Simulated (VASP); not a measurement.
# CoSi2 (Pm) in VASP: single point with PBE

Aim: the single point of CoSi2 with PBE.

All numbers are computed with VASP 6.6.1; they aren't measurements. Logs are shortened: lines on timing, memory, paths and dates and some standing lists are left out, and cuts for length are marked.

## (1) The cell of the first run

Symmetry: Pm, No. 6, monoclinic system. The conventional cell has a = 3.790 Å, b = 3.790 Å, c = 10.780 Å, α = 90.00°, β = 96.05°, γ = 90.00°. Within 3.1 Å of Co (site symmetry m) lie 8 Si at 2.32 Å. Within 3.1 Å of Co (site symmetry m) lie 8 Si at 2.32 Å. Co (site symmetry m) has 8 Si at 2.32 Å within 3.1 Å. Co (site symmetry m) has 1 Si at 1.54 Å within 2.1 Å. Within 2.1 Å of Si (site symmetry m) lie 1 Co at 1.54 Å. Within 3.1 Å of Si (site symmetry m) lie 4 Co at 2.32 Å and 6 Si at 2.68 Å. Within 3.1 Å of Si (site symmetry m) lie 4 Co at 2.32 Å and 6 Si at 2.68 Å. Si (site symmetry m) has 4 Co at 2.32 Å and 6 Si at 2.68 to 2.91 Å within 3.1 Å.

## (2) Single point, PBE

File INCAR:

```
  PREC = Accurate
  ENCUT = 520
  EDIFF = 1E-6
  ISMEAR = 0
  SIGMA = 0.15
  LREAL = F
  LASPH = T
  NELM = 80
  ALGO = Fast
  ISIF = 2
  LWAVE = F
  LCHARG = F
  GGA = PE
  NBANDS = 46
```

File KPOINTS:

```
Automatic mesh
0
Gamma
  12 12 5
```

File POSCAR:

```
CoSi2
1.0
   -2.6799390577     -2.6799390577      0.0000000000
    2.6799390577     -2.6799390577      0.0000000000
   -0.8039817173     -0.8039817173     10.7197562308
Co Si
4 8
Direct
    0.4437500000      0.5000000000      0.1875000000
   -0.1312500000      0.0000000000      0.4375000000
    0.2937500000      0.5000000000      0.6875000000
   -0.2812500000      0.0000000000      0.9375000000
    0.4812500000      0.0000000000      0.0625000000
   -0.0937500000      0.5000000000      0.3125000000
    0.3312500000      0.0000000000      0.5625000000
   -0.2437500000      0.5000000000      0.8125000000
    0.4062500000      0.0000000000      0.3125000000
   -0.1687500000      0.5000000000      0.5625000000
    0.2562500000      0.0000000000      0.8125000000
   -0.0187500000      0.5000000000      0.0625000000
```

Potentials or basis: VASP PAW PBE potentials, release 64 (Co, Si).

Command:

```bash
$ cat potpaw_PBE.64/Co/POTCAR potpaw_PBE.64/Si/POTCAR > POTCAR
$ mpirun -np 1 vasp_std > vasp.out
```

OUTCAR:

```text
PREC = Accurate
   ENCUT = 520
   EDIFF = 1E-6
   ISMEAR = 0
   LREAL = F
   LASPH = T
   NELM = 80
   ISIF = 2
   GGA = PE

 ion  position               nearest neighbor table
   1  0.444  0.500  0.188-   6 2.32  12 2.32   9 2.32   5 2.32   5 2.32   9 2.32  12 2.32   6 2.32

   2  0.869  0.000  0.438-   7 2.32   9 2.32   6 2.32  10 2.32   6 2.32  10 2.32   9 2.32   7 2.32

   3  0.294  0.500  0.688-   8 2.32  10 2.32  11 2.32  11 2.32   7 2.32   7 2.32  10 2.32   8 2.32

   4  0.719  0.000  0.938-   5 1.54  11 2.32   8 2.32   8 2.32  11 2.32  12 2.58  12 2.58
   5  0.481  0.000  0.062-   4 1.54   1 2.32   1 2.32  12 2.68   9 2.68  12 2.68  12 2.68  12 2.68
                            11 2.91
   6  0.906  0.500  0.312-   1 2.32   2 2.32   2 2.32   1 2.32  10 2.68  12 2.68   9 2.68   9 2.68
                             9 2.68   9 2.68
   7  0.331  0.000  0.562-   2 2.32   3 2.32   3 2.32   2 2.32  10 2.68  11 2.68   9 2.68  10 2.68
                            10 2.68  10 2.68
   8  0.756  0.500  0.812-   3 2.32   4 2.32   4 2.32   3 2.32  11 2.68  10 2.68  11 2.68  11 2.68
                            11 2.68  12 2.91
   9  0.406  0.000  0.312-   2 2.32   1 2.32   1 2.32   2 2.32   7 2.68   5 2.68   6 2.68   6 2.68
                             6 2.68   6 2.68
  10  0.831  0.500  0.562-   3 2.32   2 2.32   2 2.32   3 2.32   8 2.68   6 2.68   7 2.68   7 2.68
                             7 2.68   7 2.68
  11  0.256  0.000  0.812-   4 2.32   3 2.32   3 2.32   4 2.32   7 2.68   8 2.68   8 2.68   8 2.68
                             8 2.68   5 2.91
  12  0.981  0.500  0.062-   1 2.32   1 2.32   4 2.58   4 2.58   5 2.68   5 2.68   6 2.68   5 2.68
                             5 2.68   8 2.91

 -----------------------------------------------------------------------------
|                                                                             |
|           W    W    AA    RRRRR   N    N  II  N    N   GGGG   !!!           |
|           W    W   A  A   R    R  NN   N  II  NN   N  G    G  !!!           |
|           W    W  A    A  R    R  N N  N  II  N N  N  G       !!!           |
|           W WW W  AAAAAA  RRRRR   N  N N  II  N  N N  G  GGG   !            |
|           WW  WW  A    A  R   R   N   NN  II  N   NN  G    G                |
|           W    W  A    A  R    R  N    N  II  N    N   GGGG   !!!           |
|                                                                             |
|     The distance between some ions is very small. Please check the          |
|     nearest-neighbor list in the OUTCAR file.                               |
|     I HOPE YOU KNOW WHAT YOU ARE DOING!                                     |
|                                                                             |
 -----------------------------------------------------------------------------

  LATTYP: Found a simple monoclinic cell.
 ALAT       =     3.7900061617
 B/A-ratio  =     1.0000000000
 C/A-ratio  =     2.8442925307
 COS(beta)  =    -0.1054743831

  Lattice vectors:

 A1 = (  -2.6799390577,  -2.6799390577,   0.0000000000)
 A2 = (  -2.6799390577,   2.6799390577,   0.0000000000)
 A3 = (   0.8039817173,   0.8039817173, -10.7197562308)

Analysis of symmetry for initial positions (statically):
=====================================================================
 Subroutine PRICEL returns:
 Original cell was already a primitive cell.

 Routine SETGRP: Setting up the symmetry group for a
 simple monoclinic supercell.

 Subroutine GETGRP returns: Found  2 space group operations
 (whereof  2 operations were pure point group operations)
 out of a pool of  4 trial point group operations.

The static configuration has the point symmetry C_1h.

Analysis of symmetry for dynamics (positions and initial velocities):
=====================================================================
 Subroutine PRICEL returns:
 Original cell was already a primitive cell.

 Routine SETGRP: Setting up the symmetry group for a
 simple monoclinic supercell.

 Subroutine GETGRP returns: Found  2 space group operations
 (whereof  2 operations were pure point group operations)
 out of a pool of  4 trial point group operations.

The dynamic configuration has the point symmetry C_1h.

 Subroutine INISYM returns: Found  2 space group operations
 (whereof  2 operations are pure point group operations),
 and found     1 'primitive' translations

----------------------------------------------------------------------------------------

                                     Primitive cell

  volume of cell :     153.9802

  direct lattice vectors                    reciprocal lattice vectors
    -2.679939058 -2.679939058  0.000000000    -0.186571407 -0.186571407 -0.027985711
     2.679939058 -2.679939058  0.000000000     0.186571407 -0.186571407  0.000000000
    -0.803981717 -0.803981717 10.719756231     0.000000000  0.000000000  0.093285703

  length of vectors
     3.790006162  3.790006162 10.779886217     0.265331829  0.263851814  0.093285703

  position of ions in fractional coordinates (direct lattice)
     0.443750000  0.500000000  0.187500000
     0.868750000  0.000000000  0.437500000
     0.293750000  0.500000000  0.687500000
     0.718750000  0.000000000  0.937500000
     0.481250000  0.000000000  0.062500000
     0.906250000  0.500000000  0.312500000
     0.331250000  0.000000000  0.562500000
     0.756250000  0.500000000  0.812500000
     0.406250000  0.000000000  0.312500000
     0.831250000  0.500000000  0.562500000
     0.256250000  0.000000000  0.812500000
     0.981250000  0.500000000  0.062500000

  ion indices of the primitive-cell ions
   primitive index   ion index
                 1           1
                 2           2
                 3           3
                 4           4
                 5           5
                 6           6
                 7           7
                 8           8
                 9           9
                10          10
                11          11
                12          12

----------------------------------------------------------------------------------------

 KPOINTS: Automatic mesh

Automatic generation of k-mesh.
 Grid dimensions read from file:
 generate k-points for:   12   12    5

 Generating k-lattice:

  Cartesian coordinates                     Fractional coordinates (reciprocal lattice)
    -0.015547617 -0.015547617 -0.002332143     0.083333333  0.000000000  0.000000000
     0.015547617 -0.015547617  0.000000000     0.000000000  0.083333333  0.000000000
     0.000000000  0.000000000  0.018657141     0.000000000  0.000000000  0.200000000

  Length of vectors
     0.022110986  0.021987651  0.018657141

  Shift w.r.t. Gamma in fractional coordinates (k-lattice)
     0.000000000  0.000000000  0.000000000

 Subroutine IBZKPT returns following result:
 ===========================================

 Found    217 irreducible k-points:

 Following reciprocal coordinates:
            Coordinates               Weight
  0.000000  0.000000  0.000000      1.000000
  0.083333  0.000000  0.000000      2.000000
  0.166667  0.000000  0.000000      2.000000
  0.250000  0.000000  0.000000      2.000000
  0.333333  0.000000  0.000000      2.000000
  0.416667  0.000000 -0.000000      2.000000
[... 16 lines left out ...]
  0.083333  0.250000  0.000000      4.000000
  0.166667  0.250000 -0.000000      4.000000
 [... further k-points ...]
   k-points           NKPTS =    217   k-points in BZ     NKDIM =    217   number of bands    NBANDS=     46
   number of dos      NEDOS =    301   number of ions     NIONS =     12
   total plane-waves  NPLWV =  62720
   dimension x,y,z NGX =    28 NGY =   28 NGZ =   80
   dimension x,y,z NGXF=    56 NGYF=   56 NGZF=  160
   ions per type =               4   8
   NGX,Y,Z   is equivalent  to a cutoff of  12.28, 12.28, 12.34 a.u.
   NGXF,Y,Z  is equivalent  to a cutoff of  24.56, 24.56, 24.67 a.u.
 SYSTEM =  unknown system
   PREC   = accura    normal or accurate (medium, high low for compatibility)
   ISTART =      0    job   : 0-new  1-cont  2-samecut
   ICHARG =      2    charge: 1-file 2-atom 10-const
   ISPIN  =      1    spin polarized calculation?
   LNONCOLLINEAR =      F non collinear calculations
   LSORBIT =      F    spin-orbit coupling
   LASPH  =      T    aspherical Exc in radial PAW
   ENCUT  =  520.0 eV  38.22 Ry    6.18 a.u.   7.05  7.05 20.04*2*pi/ulx,y,z
   NELM   =     80;   NELMIN=  2; NELMDL= -5     # of ELM steps
   EDIFF  = 0.1E-05   stopping-criterion for ELM
   LREAL  =      F    real-space projection
   EDIFFG = 0.1E-04   stopping-criterion for IOM
   NSW    =      0    number of steps for IOM
   IBRION =     -1    ionic relax: 0-MD 1-quasi-New 2-CG
   NFREE  =      0    steps in history (QN), initial steepest desc. (CG)
   ISIF   =      2    stress and relaxation
   ISYM   =      2    0-nonsym 1-usesym 2-fastsym
   POTIM  = 0.5000    time-step for ionic-motion
   TEBEG  =    0.0;   TEEND  =   0.0 temperature during run
   PSTRESS=    0.0 pullay stress
   NELECT =      68.0000    total number of electrons
   NUPDOWN=      -1.0000    fix difference up-down
   EMIN   =  10.00;   EMAX   =-10.00  energy-range for DOS
   EFERMI =   0.00;   METHOD = LEGACY
   ISMEAR =     0;   SIGMA  =   0.15  broadening in eV -4-tet -1-fermi 0-gaus
   EFERMI_NEDOS =   21; number of points for ismear=-14 and -15
   IALGO  =     68    algorithm
   IMIX   =      4    mixing-type and parameters
     AMIX     =   0.40;   BMIX     =  1.00
     AMIX_MAG =   1.60;   BMIX_MAG =  1.00
  volume/ion in A,a.u.               =      12.83        86.59
  Fermi-wavevector in a.u.,A,eV,Ry     =   1.246684  2.355890 21.146444  1.554220
  Thomas-Fermi vector in A             =   2.380850
   LORBIT       =      0    0 simple, 1 ext, 2 COOP (PROOUT), +10 PAW based schemes
   GGA     = PE    functional components
   LHFCALC =     F    Hartree Fock is set to
   AEXX    =    0.0000 exact exchange contribution
   IVDW    =     0    specifies the selected vdW correction
   LEPSILON=     F    determine dielectric tensor
   LRPA    =     F    only Hartree local field effects (RPA)
 non-spin polarized calculation
 RMM-DIIS sequential band-by-band and
 Gauss-broadening in eV      SIGMA  =   0.15
  energy-cutoff  :      520.00
  volume of cell :      153.98
 maximum number of plane-waves:      4172
   NGX = 15   NGY = 15   NGZ = 41

 number of electron      68.0000000 magnetization

 Free energy of the ion-electron system (eV)
  ---------------------------------------------------
  ext. energy  EPLUGINS =         0.00000000
  ---------------------------------------------------
  free energy    TOTEN  =       -69.93055591 eV

  energy without entropy =      -69.88203568  energy(sigma->0) =      -69.90629579

 E-fermi :  10.1399     XC(G=0): -11.7228

 val. band max:       10.1371470997   @ k =   0.1667   0.0833   0.0000
 cond. band min:      10.1454523952   @ k =   0.4167   0.1667   0.2000
 fundamental gap:      0.0083052955
 Fermi energy:        10.1398613145

 k-point     1 :       0.0000    0.0000    0.0000
  band No.  band energies     occupation
      1      -2.9991      2.00000
      2      -1.8245      2.00000
      3      -1.6731      2.00000
      4       1.0289      2.00000
      5       3.0048      2.00000
      6       3.7704      2.00000
[... 38 lines left out ...]
     45      13.8377      0.00000
     46      14.8031      0.00000
[... 1086 lines left out ...]
      6       2.9255      2.00000
[... 38 lines left out ...]
     45      14.5967      0.00000
     46      14.9584      0.00000

 [... further k-points ...]

------------------------ aborting loop because EDIFF is reached ----------------------------------------

  FORCE on cell =-STRESS in cart. coord.  units (eV):
  Direction    XX          YY          ZZ          XY          YZ          ZX
  --------------------------------------------------------------------------------------
  -------------------------------------------------------------------------------------
  Total        5.6587723      5.6587723     29.9981755      6.4514698     15.4574985     15.4574976
  in kB       58.8800346     58.8800346    312.1337156     67.1281237    160.8366630    160.8366540
  external PRESSURE =     143.2979282 kB  Pullay stress =       0.0000000 kB

 VOLUME and BASIS-vectors are now :
 -----------------------------------------------------------------------------
  energy-cutoff  :      520.00
  volume of cell :      153.98
      direct lattice vectors                 reciprocal lattice vectors
    -2.679939058 -2.679939058  0.000000000    -0.186571407 -0.186571407 -0.027985711
     2.679939058 -2.679939058  0.000000000     0.186571407 -0.186571407  0.000000000
    -0.803981717 -0.803981717 10.719756231     0.000000000  0.000000000  0.093285703

 POSITION                                       TOTAL-FORCE (eV/Angst)
 -----------------------------------------------------------------------------------
      0.00000     -2.67994      2.00995         0.547647      0.547647     -0.243133
     -2.67994     -2.67994      4.68989         0.007656      0.007656     -0.105157
      0.00000     -2.67994      7.36983         0.038567      0.038567      0.091190
     -2.67994     -2.67994     10.04977        -9.925641     -9.925641    -21.794285
     -1.33997     -1.33997      0.66998         8.911081      8.911081     22.275210
     -1.33997     -4.01991      3.34992         0.131117      0.131117      0.109473
     -1.33997     -1.33997      6.02986        -0.042758     -0.042758     -0.046257
     -1.33997     -4.01991      8.70980         0.032860      0.032860      0.027006
     -1.33997     -1.33997      3.34992        -0.043610     -0.043610      0.237137
     -1.33997     -4.01991      6.02986         0.042457      0.042457     -0.045055
     -1.33997     -1.33997      8.70980        -0.527298     -0.527298     -0.209811
     -1.33997     -4.01991      0.66998         0.827922      0.827922     -0.296319
 -----------------------------------------------------------------------------------
    total drift:                                0.002743      0.002743      0.002923

  FREE ENERGIE OF THE ION-ELECTRON SYSTEM (eV)
  ---------------------------------------------------
  free  energy   TOTEN  =       -69.9305559081 eV

  energy  without entropy=      -69.8820356781  energy(sigma->0) =      -69.90629579
```

Wall time 62 min (1 thread of AMD EPYC 9755, shared host); peak memory 1 GiB.

Results:

```yaml
Free_energy: -69.9306 eV
Pressure: 14.3 GPa
Largest_force: 25.923 eV/Å
Band_gap_on_the_k_mesh: zero (bands 34 and 35 overlap by 2.17 eV)
```

Forces in eV/Å, atoms in the order of the input:
```
Co    0.548   0.548  -0.243
Co    0.008   0.008  -0.105
Co    0.039   0.039   0.091
Co   -9.926  -9.926 -21.794
Si    8.911   8.911  22.275
Si    0.131   0.131   0.109
Si   -0.043  -0.043  -0.046
Si    0.033   0.033   0.027
Si   -0.044  -0.044   0.237
Si    0.042   0.042  -0.045
Si   -0.527  -0.527  -0.210
Si    0.828   0.828  -0.296
```

Stress tensor (GPa, compression positive):
```
 5.89  6.71 16.08
 6.71  5.89 16.08
16.08 16.08 31.21
```

Caveat: atoms lie so close that the PAW spheres overlap strongly, which falsifies energies and pressures; the cell stands under pressure; the run has no spin polarisation, though such a crystal can be magnetic; forces of over 1 eV/Å act on the atoms, so gaps and moduli don't describe the material at rest. Spin polarisation is off, so any magnetic state and its effect on volume and gap are missing.
